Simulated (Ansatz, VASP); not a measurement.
## Ta2Si in VASP and in Ansatz

```
Ta Si
1.0
     6.13675    0.00000    0.00000
     0.00000    6.13675    0.00000
     0.00000    0.00000    5.09020
Ta Si
8 4
Direct
  0.33675 0.16325 0.50000
  0.83675 0.33675 0.50000
  0.16325 0.33675 0.00000
  0.66325 0.16325 0.00000
  0.83675 0.66325 0.00000
  0.33675 0.83675 0.00000
  0.66325 0.83675 0.50000
  0.16325 0.66325 0.50000
  0.00000 0.00000 0.25000
  0.00000 0.00000 0.75000
  0.50000 0.50000 0.75000
  0.50000 0.50000 0.25000
```

Change from the starting cell: strain along c alone, the other axes held, atoms relaxed: +1.0 %.

Alike in both runs: functional PBEsol; k mesh 6 × 6 × 8; occupations gaussian, width 0.1 eV; no spin polarisation.

Ansatz relaxed the structure, and its values are those at the end. VASP's run is a single point on that final structure, the one shown.

|  | VASP | Ansatz |
| --- | --- | --- |
| version | VASP 6.6.1 | Ansatz 0.2.0 |
| potentials or method | VASP PAW PBE potentials, release 64 (Ta_pv, Si), cutoff 520 eV | scalar-relativistic, plane waves, PAW |
| valence electrons in the cell | 104 | 120 |

|  | VASP | Ansatz | Ansatz less VASP |
| --- | --- | --- | --- |
| gap on the k mesh at the Fermi level (eV) | none | none | - |
| pressure (GPa) | -1.9 | -2.2 | -0.26 |

VASP's potentials were made for PBE, not for PBEsol. A gap of «none» marks a metal or a gap that the smearing closes. VASP's potentials hold 104 valence electrons a cell and Ansatz's 120, so a difference there can come from the potentials and not from the codes. Ansatz's warnings: stress scf threshold loose.

Neither program's run includes spin-orbit coupling.
